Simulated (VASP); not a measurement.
# Hg (Im-3m) in VASP: single point with PBEsol

Aim: the single point of Hg with PBEsol.

Everything below comes from runs of VASP 6.6.1. Logs are shortened: lines on timing, memory, paths and dates and some standing lists are left out, and cuts for length are marked.

### 1 The cell of the first run

Symmetry: Im-3m, No. 229, cubic system. Conventional cell: a = 3.629 Å, b = 3.629 Å, c = 3.629 Å, α = 90.00°, β = 90.00°, γ = 90.00°. Within 4.1 Å of Hg (site symmetry m-3m) lie 14 Hg at 3.14 to 3.63 Å.

### 2 Single point, PBEsol

Input file INCAR:

```
SYSTEM = Hg
PREC = Accurate
ENCUT = 550
EDIFF = 1E-6
ISMEAR = -1
SIGMA = 0.1
LREAL = .False.
LASPH = .True.
NELM = 120
ALGO = Normal
ISIF = 2
LWAVE = .False.
LCHARG = .True.
GGA = PS
LELF = .True.
LVHAR = .True.
NBANDS = 16
GGA_COMPAT = .False.
```

Input file KPOINTS:

```
Automatic mesh
0
Gamma
  10 10 10
  0 0 0
```

Input file POSCAR:

```
Hg
1.0
   -1.8146303336      1.8146303336      1.8146303336
    1.8146303336     -1.8146303336      1.8146303336
    1.8146303336      1.8146303336     -1.8146303336
Hg
1
Direct
    0.0000000000      0.0000000000      0.0000000000
```

Potentials or basis: VASP PAW PBE potentials, release 64 (Hg_sv_GW).

On the command line:

```sh
> cat potpaw_PBE.64/Hg_sv_GW/POTCAR > POTCAR
> mpirun -np 1 vasp_std > vasp.out
```

OUTCAR:

```text
SYSTEM = Hg
   PREC = Accurate
   ENCUT = 550
   EDIFF = 1E-6
   ISMEAR = -1
   LREAL = .False.
   LASPH = .True.
   NELM = 120
   ISIF = 2
   GGA = PS

 ion  position               nearest neighbor table
   1  0.000  0.000  0.000-

  LATTYP: Found a body centered cubic cell.
 ALAT       =     3.6292606672

  Lattice vectors:

 A1 = (  -1.8146303336,   1.8146303336,   1.8146303336)
 A2 = (   1.8146303336,  -1.8146303336,   1.8146303336)
 A3 = (   1.8146303336,   1.8146303336,  -1.8146303336)

Analysis of symmetry for initial positions (statically):
=====================================================================
 Subroutine PRICEL returns:
 Original cell was already a primitive cell.

 Routine SETGRP: Setting up the symmetry group for a
 body centered cubic supercell.

 Subroutine GETGRP returns: Found 48 space group operations
 (whereof 48 operations were pure point group operations)
 out of a pool of 48 trial point group operations.

The static configuration has the point symmetry O_h .

Analysis of symmetry for dynamics (positions and initial velocities):
=====================================================================
 Subroutine PRICEL returns:
 Original cell was already a primitive cell.

 Routine SETGRP: Setting up the symmetry group for a
 body centered cubic supercell.

 Subroutine GETGRP returns: Found 48 space group operations
 (whereof 48 operations were pure point group operations)
 out of a pool of 48 trial point group operations.

The dynamic configuration has the point symmetry O_h .

 Subroutine INISYM returns: Found 48 space group operations
 (whereof 48 operations are pure point group operations),
 and found     1 'primitive' translations

----------------------------------------------------------------------------------------

                                     Primitive cell

  volume of cell :      23.9015

  direct lattice vectors                    reciprocal lattice vectors
    -1.814630334  1.814630334  1.814630334     0.000000000  0.275538213  0.275538213
     1.814630334 -1.814630334  1.814630334     0.275538213  0.000000000  0.275538213
     1.814630334  1.814630334 -1.814630334     0.275538213  0.275538213  0.000000000

  length of vectors
     3.143031935  3.143031935  3.143031935     0.389669878  0.389669878  0.389669878

  position of ions in fractional coordinates (direct lattice)
     0.000000000  0.000000000  0.000000000

  ion indices of the primitive-cell ions
   primitive index   ion index
                 1           1

----------------------------------------------------------------------------------------

 KPOINTS: Automatic mesh

Automatic generation of k-mesh.
 Grid dimensions read from file:
 generate k-points for:   10   10   10

 Generating k-lattice:

  Cartesian coordinates                     Fractional coordinates (reciprocal lattice)
     0.000000000  0.027553821  0.027553821     0.100000000  0.000000000  0.000000000
     0.027553821  0.000000000  0.027553821     0.000000000  0.100000000  0.000000000
     0.027553821  0.027553821  0.000000000     0.000000000  0.000000000  0.100000000

  Length of vectors
     0.038966988  0.038966988  0.038966988

  Shift w.r.t. Gamma in fractional coordinates (k-lattice)
     0.000000000  0.000000000  0.000000000

 Subroutine IBZKPT returns following result:
 ===========================================

 Found     47 irreducible k-points:

 Following reciprocal coordinates:
            Coordinates               Weight
  0.000000  0.000000  0.000000      1.000000
  0.100000  0.000000  0.000000     12.000000
  0.200000  0.000000  0.000000     12.000000
  0.300000  0.000000  0.000000     12.000000
  0.400000  0.000000  0.000000     12.000000
  0.500000  0.000000  0.000000      6.000000
[... 16 lines left out ...]
  0.300000  0.300000  0.100000      8.000000
 -0.300000  0.300000  0.100000     24.000000
 [... further k-points ...]
   k-points           NKPTS =     47   k-points in BZ     NKDIM =     47   number of bands    NBANDS=     16
   number of dos      NEDOS =    301   number of ions     NIONS =      1
   total plane-waves  NPLWV =  13824
   dimension x,y,z NGX =    24 NGY =   24 NGZ =   24
   dimension x,y,z NGXF=    48 NGYF=   48 NGZF=   48
   ions per type =               1
   NGX,Y,Z   is equivalent  to a cutoff of  12.69, 12.69, 12.69 a.u.
   NGXF,Y,Z  is equivalent  to a cutoff of  25.39, 25.39, 25.39 a.u.
 SYSTEM =  Hg
   PREC   = accura    normal or accurate (medium, high low for compatibility)
   ISTART =      0    job   : 0-new  1-cont  2-samecut
   ICHARG =      2    charge: 1-file 2-atom 10-const
   ISPIN  =      1    spin polarized calculation?
   LNONCOLLINEAR =      F non collinear calculations
   LSORBIT =      F    spin-orbit coupling
   LASPH  =      T    aspherical Exc in radial PAW
   ENCUT  =  550.0 eV  40.42 Ry    6.36 a.u.   6.01  6.01  6.01*2*pi/ulx,y,z
   NELM   =    120;   NELMIN=  2; NELMDL= -5     # of ELM steps
   EDIFF  = 0.1E-05   stopping-criterion for ELM
   LREAL  =      F    real-space projection
   EDIFFG = 0.1E-04   stopping-criterion for IOM
   NSW    =      0    number of steps for IOM
   IBRION =     -1    ionic relax: 0-MD 1-quasi-New 2-CG
   NFREE  =      0    steps in history (QN), initial steepest desc. (CG)
   ISIF   =      2    stress and relaxation
   ISYM   =      2    0-nonsym 1-usesym 2-fastsym
   POTIM  = 0.5000    time-step for ionic-motion
   TEBEG  =    0.0;   TEEND  =   0.0 temperature during run
   PSTRESS=    0.0 pullay stress
   NELECT =      20.0000    total number of electrons
   NUPDOWN=      -1.0000    fix difference up-down
   EMIN   =  10.00;   EMAX   =-10.00  energy-range for DOS
   EFERMI =   0.00;   METHOD = LEGACY
   ISMEAR =    -1;   SIGMA  =   0.10  broadening in eV -4-tet -1-fermi 0-gaus
   EFERMI_NEDOS =   21; number of points for ismear=-14 and -15
   IALGO  =     38    algorithm
   IMIX   =      4    mixing-type and parameters
     AMIX     =   0.40;   BMIX     =  1.00
     AMIX_MAG =   1.60;   BMIX_MAG =  1.00
  volume/ion in A,a.u.               =      23.90       161.30
  Fermi-wavevector in a.u.,A,eV,Ry     =   1.542683  2.915248 32.380104  2.379871
  Thomas-Fermi vector in A             =   2.648453
   LORBIT       =      0    0 simple, 1 ext, 2 COOP (PROOUT), +10 PAW based schemes
   GGA     = PS    functional components
   LHFCALC =     F    Hartree Fock is set to
   AEXX    =    0.0000 exact exchange contribution
   IVDW    =     0    specifies the selected vdW correction
   LEPSILON=     F    determine dielectric tensor
   LRPA    =     F    only Hartree local field effects (RPA)
 non-spin polarized calculation
  energy-cutoff  :      550.00
  volume of cell :       23.90
 maximum number of plane-waves:       713
   NGX = 13   NGY = 13   NGZ = 13

 number of electron      19.9999988 magnetization

 Free energy of the ion-electron system (eV)
  ---------------------------------------------------
  ext. energy  EPLUGINS =         0.00000000
  ---------------------------------------------------
  free energy    TOTEN  =        -0.57240664 eV

  energy without entropy =       -0.56063254  energy(sigma->0) =       -0.56651959

 E-fermi :   5.6664     XC(G=0): -11.4642

 val. band max:        5.6497295500   @ k =   0.5000   0.5000   0.3000
 cond. band min:       5.7377919596   @ k =  -0.4000   0.5000   0.3000
 fundamental gap:      0.0880624096
 Fermi energy:         5.6664429693

 k-point     1 :       0.0000    0.0000    0.0000
  band No.  band energies     occupation
      1    -109.1994      2.00000
      2     -57.4694      2.00000
      3     -57.4694      2.00000
      4     -57.4694      2.00000
      5      -3.3105      2.00000
      6      -1.3556      2.00000
[... 8 lines left out ...]
     15      21.7527      0.00000
     16      21.7527      0.00000

 k-point     2 :       0.1000    0.0000    0.0000
  band No.  band energies     occupation
      1    -109.1993      2.00000
      2     -57.4728      2.00000
      3     -57.4708      2.00000
      4     -57.4693      2.00000
      5      -3.0461      2.00000
      6      -1.4008      2.00000
[... 8 lines left out ...]
     15      20.7269      0.00000
     16      21.2103      0.00000

 k-point     3 :       0.2000    0.0000    0.0000
  band No.  band energies     occupation
      1    -109.1990      2.00000
      2     -57.4820      2.00000
      3     -57.4744      2.00000
      4     -57.4692      2.00000
      5      -2.3991      2.00000
      6      -1.5173      2.00000
[... 8 lines left out ...]
     15      20.4792      0.00000
     16      21.9512      0.00000

 k-point     4 :       0.3000    0.0000    0.0000
  band No.  band energies     occupation
      1    -109.1986      2.00000
      2     -57.4930      2.00000
      3     -57.4786      2.00000
      4     -57.4688      2.00000
      5      -2.0887      2.00000
      6      -1.6571      2.00000
[... 8 lines left out ...]
     15      20.8039      0.00000
     16      23.5382      0.00000
[... 324 lines left out ...]
 k-point    22 :      -0.2000    0.2000    0.1000
  band No.  band energies     occupation
      1    -109.1989      2.00000
      2     -57.4818      2.00000
      3     -57.4758      2.00000
      4     -57.4723      2.00000
      5      -2.1526      2.00000
      6      -1.3955      2.00000
[... 8 lines left out ...]
     15      21.5130      0.00000
     16      21.6965      0.00000

 k-point    23 :       0.3000    0.3000    0.1000
  band No.  band energies     occupation
      1    -109.1981      2.00000
      2     -57.4922      2.00000
      3     -57.4922      2.00000
      4     -57.4766      2.00000
      5      -1.7923      2.00000
      6      -1.1607      2.00000
[... 8 lines left out ...]
     15      24.6766      0.00000
     16      28.0631      0.00000

 k-point    24 :      -0.3000    0.3000    0.1000
  band No.  band energies     occupation
      1    -109.1985      2.00000
      2     -57.4926      2.00000
      3     -57.4800      2.00000
      4     -57.4718      2.00000
      5      -1.9054      2.00000
      6      -1.5254      2.00000
[... 8 lines left out ...]
     15      21.6381      0.00000
     16      21.8922      0.00000

 [... further k-points ...]

------------------------ aborting loop because EDIFF is reached ----------------------------------------

  FORCE on cell =-STRESS in cart. coord.  units (eV):
  Direction    XX          YY          ZZ          XY          YZ          ZX
  --------------------------------------------------------------------------------------
  -------------------------------------------------------------------------------------
  Total       -0.0314565     -0.0314565     -0.0314565     -0.0000000      0.0000000     -0.0000000
  in kB       -2.1086140     -2.1086140     -2.1086140     -0.0000000      0.0000000     -0.0000000
  external PRESSURE =      -2.1086140 kB  Pullay stress =       0.0000000 kB

 VOLUME and BASIS-vectors are now :
 -----------------------------------------------------------------------------
  energy-cutoff  :      550.00
  volume of cell :       23.90
      direct lattice vectors                 reciprocal lattice vectors
    -1.814630334  1.814630334  1.814630334     0.000000000  0.275538213  0.275538213
     1.814630334 -1.814630334  1.814630334     0.275538213  0.000000000  0.275538213
     1.814630334  1.814630334 -1.814630334     0.275538213  0.275538213  0.000000000

 POSITION                                       TOTAL-FORCE (eV/Angst)
 -----------------------------------------------------------------------------------
      0.00000      0.00000      0.00000        -0.000000      0.000000      0.000000
 -----------------------------------------------------------------------------------
    total drift:                                0.000000      0.000000      0.000000

  FREE ENERGIE OF THE ION-ELECTRON SYSTEM (eV)
  ---------------------------------------------------
  free  energy   TOTEN  =        -0.5724066355 eV

  energy  without entropy=       -0.5606325367  energy(sigma->0) =       -0.56651959
```

Run time: 17 s. Hardware: 1 thread of Intel Xeon Platinum 8259CL at 2.50GHz (Skylake/Cascade Lake), shared host; peak memory 0.16 GiB.

What came out:

```yaml
Free_energy: -0.5724 eV
Pressure: -0.2 GPa
Band_gap_on_the_k_mesh: zero (bands 10 and 11 overlap by 4.42 eV)
```

Levels at points of the mesh, in eV from the Fermi level:
```csv
k point,band 6,band 7,band 8,band 9,band 10,band 11,band 12,band 13,band 14,band 15
"(0.00, 0.00, 0.00)",-7.02,-7.02,-7.02,-6.14,-6.14,14.39,14.39,14.39,16.09,16.09
"(0.50, 0.00, 0.00)",-7.47,-6.21,-6.09,-5.49,-1.37,-1.25,9.31,9.84,14.60,15.44
"(0.50, 0.50, 0.50)",-7.74,-5.65,-5.65,-5.65,3.17,3.78,3.78,3.78,10.08,10.08
```

Caveat: the PAW data sets were made with another functional, which shifts forces and pressure a little; spin-orbit coupling is left out, which moves the levels of the heavy elements.

The gap in the log of VASP goes by the Fermi energy; the results here count the filled bands.